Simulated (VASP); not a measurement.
# AlCo (Pm-3m) in VASP: notebook, part 3 of 3

VASP 6.6.1.

**5. Single point, r2SCAN, collinear spin, ferromagnetic start**

This run uses another cell than the first one, of 11.21 Å³/atom, 1.064 times its volume.

POSCAR

```
AlCo
1.0
    2.8194032100      0.0000000000      0.0000000000
    0.0000000000      2.8194032100      0.0000000000
    0.0000000000      0.0000000000      2.8194032100
Co Al
1 1
Direct
    0.5000000000      0.5000000000      0.5000000000
    0.0000000000      0.0000000000      0.0000000000
```

INCAR.step1

```
SYSTEM = AlCo
ALGO = Normal ; EDIFF = 1E-4
ENCUT = 520 ; GGA = PE
ISMEAR = -1 ; ISPIN = 2
LASPH = .TRUE. ; LCHARG = .FALSE.
LMAXMIX = 4 ; LREAL = .FALSE.
LWAVE = .TRUE. ; MAGMOM = 2 0
NBANDS = 17 ; NELM = 150
PREC = Accurate ; SIGMA = 0.05
```

INCAR.step2

```
SYSTEM = AlCo
ALGO = Normal ; EDIFF = 1E-6
ENCUT = 520 ; ISIF = 2
ISMEAR = -1 ; ISPIN = 2
ISTART = 1 ; LASPH = .TRUE.
LCHARG = .FALSE. ; LMAXMIX = 4
LMIXTAU = .TRUE. ; LORBIT = 11
LREAL = .FALSE. ; LWAVE = .FALSE.
MAGMOM = 2 0 ; METAGGA = R2SCAN
NBANDS = 17 ; NELM = 150
PREC = Accurate ; SIGMA = 0.05
```

KPOINTS

```
k-points
0
G
  9 9 9
  0 0 0
```

Potentials or basis: VASP PAW PBE potentials, release 64 (Co, Al).

Command:

```
$ cat potpaw_PBE.64/Co/POTCAR potpaw_PBE.64/Al/POTCAR > POTCAR
$ cp INCAR.step1 INCAR
$ mpirun -np 1 vasp_std > vasp.out
$ cp INCAR.step2 INCAR
$ mpirun -np 1 vasp_std > vasp.out
```

OUTCAR:

```text
SYSTEM = AlCo
   EDIFF = 1E-6
   ENCUT = 520
   ISIF = 2
   ISMEAR = -1
   ISPIN = 2
   ISTART = 1
   LASPH = .TRUE.
   LORBIT = 11
   LREAL = .FALSE.
   METAGGA = R2SCAN
   NELM = 150
   PREC = Accurate

 ion  position               nearest neighbor table
   1  0.500  0.500  0.500-   2 2.44   2 2.44   2 2.44   2 2.44   2 2.44   2 2.44   2 2.44   2 2.44

   2  0.000  0.000  0.000-   1 2.44   1 2.44   1 2.44   1 2.44   1 2.44   1 2.44   1 2.44   1 2.44

  LATTYP: Found a simple cubic cell.
 ALAT       =     2.8194032100

  Lattice vectors:

 A1 = (   2.8194032100,   0.0000000000,   0.0000000000)
 A2 = (   0.0000000000,   2.8194032100,   0.0000000000)
 A3 = (   0.0000000000,   0.0000000000,   2.8194032100)

Analysis of symmetry for initial positions (statically):
=====================================================================
 Subroutine PRICEL returns:
 Original cell was already a primitive cell.

 Routine SETGRP: Setting up the symmetry group for a
 simple cubic supercell.

 Subroutine GETGRP returns: Found 48 space group operations
 (whereof 48 operations were pure point group operations)
 out of a pool of 48 trial point group operations.

The static configuration has the point symmetry O_h .

Analysis of symmetry for dynamics (positions and initial velocities):
=====================================================================
 Subroutine PRICEL returns:
 Original cell was already a primitive cell.

 Routine SETGRP: Setting up the symmetry group for a
 simple cubic supercell.

 Subroutine GETGRP returns: Found 48 space group operations
 (whereof 48 operations were pure point group operations)
 out of a pool of 48 trial point group operations.

The dynamic configuration has the point symmetry O_h .

Analysis of structural, dynamic, and magnetic symmetry:
=====================================================================
 Subroutine PRICEL returns:
 Original cell was already a primitive cell.

 Routine SETGRP: Setting up the symmetry group for a
[... 149 lines left out ...]
  ---------------------------------------------------
  free energy    TOTEN  =       -21.08237118 eV

  energy without entropy =      -21.07758958  energy(sigma->0) =      -21.07998038

 E-fermi :  10.9837     XC(G=0): -13.4273

 val. band max:       10.9395635527   @ k =   0.4444   0.4444   0.1111
 cond. band min:      11.1176624497   @ k =   0.4444   0.4444   0.3333
 fundamental gap:      0.1780988970
 Fermi energy:        10.9836686291

 spin component 1

 k-point     1 :       0.0000    0.0000    0.0000
  band No.  band energies     occupation
      1      -1.0062      1.00000
      2       7.7382      1.00000
      3       7.7382      1.00000
      4       9.8402      1.00000
      5       9.8402      1.00000
      6       9.8402      1.00000
[... 459 lines left out ...]
      6       9.4685      1.00000
[... 9 lines left out ...]
     16      34.1782      0.00000
     17      35.8033      0.00000

 [... further k-points ...]

 spin component 2

 k-point     1 :       0.0000    0.0000    0.0000
  band No.  band energies     occupation
      1      -1.0049      1.00000
      2       7.7339      1.00000
      3       7.7339      1.00000
      4       9.8389      1.00000
      5       9.8389      1.00000
      6       9.8389      1.00000
[... 459 lines left out ...]
      6       9.4675      1.00000
[... 9 lines left out ...]
     16      34.1785      0.00000
     17      35.8037      0.00000

 [... further k-points ...]

------------------------ aborting loop because EDIFF is reached ----------------------------------------

  FORCE on cell =-STRESS in cart. coord.  units (eV):
  Direction    XX          YY          ZZ          XY          YZ          ZX
  --------------------------------------------------------------------------------------
  -------------------------------------------------------------------------------------
  Total        0.0717291      0.0717291      0.0717291      0.0000000     -0.0000000      0.0000000
  in kB        5.1278422      5.1278422      5.1278422      0.0000000     -0.0000000      0.0000000
  external PRESSURE =       5.1278422 kB  Pullay stress =       0.0000000 kB

 VOLUME and BASIS-vectors are now :
 -----------------------------------------------------------------------------
  energy-cutoff  :      520.00
  volume of cell :       22.41
      direct lattice vectors                 reciprocal lattice vectors
     2.819403210  0.000000000  0.000000000     0.354684990  0.000000000  0.000000000
     0.000000000  2.819403210  0.000000000     0.000000000  0.354684990  0.000000000
     0.000000000  0.000000000  2.819403210     0.000000000  0.000000000  0.354684990

 POSITION                                       TOTAL-FORCE (eV/Angst)
 -----------------------------------------------------------------------------------
      1.40970      1.40970      1.40970         0.000000      0.000000      0.000000
      0.00000      0.00000      0.00000         0.000000      0.000000      0.000000
 -----------------------------------------------------------------------------------
    total drift:                                0.000000     -0.000000     -0.000000

  FREE ENERGIE OF THE ION-ELECTRON SYSTEM (eV)
  ---------------------------------------------------
  free  energy   TOTEN  =       -21.0823711828 eV

  energy  without entropy=      -21.0775895777  energy(sigma->0) =      -21.07998038

 total charge

# of ion       s       p       d       tot
------------------------------------------
    1        0.467   0.573   7.517   8.557
    2        0.396   0.455   0.000   0.851
--------------------------------------------------
tot          0.863   1.029   7.517   9.408

 magnetization (x)

# of ion       s       p       d       tot
------------------------------------------
    1        0.000   0.000  -0.002  -0.002
    2        0.000   0.000   0.000   0.000
--------------------------------------------------
tot          0.000   0.000  -0.002  -0.002
```

OSZICAR.step1:

```text
N       E                     dE             d eps       ncg     rms          rms(c)
DAV:   1     0.384166853036E+02    0.38417E+02   -0.49941E+03  2436   0.757E+02
DAV:   2    -0.111393792524E+02   -0.49556E+02   -0.43926E+02  2648   0.153E+02
DAV:   3    -0.131890851592E+02   -0.20497E+01   -0.20061E+01  2912   0.330E+01
DAV:   4    -0.132189700054E+02   -0.29885E-01   -0.29864E-01  2825   0.349E+00
DAV:   5    -0.132198351558E+02   -0.86515E-03   -0.86509E-03  3062   0.648E-01    0.137E+01
DAV:   6    -0.157157263669E+02   -0.24959E+01   -0.43934E+01  2656   0.718E+01    0.162E+01
DAV:   7    -0.119971389435E+02    0.37186E+01   -0.23949E+01  2706   0.461E+01    0.254E+00
DAV:   8    -0.119905047599E+02    0.66342E-02   -0.16323E-01  2921   0.263E+00    0.129E+00
DAV:   9    -0.119804193256E+02    0.10085E-01   -0.39423E-02  3222   0.140E+00    0.796E-01
DAV:  10    -0.119794829379E+02    0.93639E-03   -0.18042E-03  3159   0.281E-01    0.187E-01
DAV:  11    -0.119794741640E+02    0.87739E-05   -0.11552E-04  1888   0.778E-02
   1 F= -.11979474E+02 E0= -.11977309E+02  d E =-.433108E-02  mag=     0.0040
```

Run time: 34 s. Hardware: 1 thread of Intel Xeon Platinum 8481C at 2.70GHz (Sapphire Rapids), shared host; peak memory 0.17 GiB.

Results:

| Quantity | Value |
| --- | --- |
| Free energy | -21.0824 eV |
| Pressure | 0.5 GPa |
| Band gap on the k mesh | zero (filled and empty bands overlap) |
| Net moment | 0.00 μB per cell |
| Valence electrons inside the program's atomic spheres | Co 8.56; Al 0.85 |

Caveat: the starting moments collapsed, and a magnetic state may lie lower; the PAW data sets were made with another functional, which shifts forces and pressure a little.
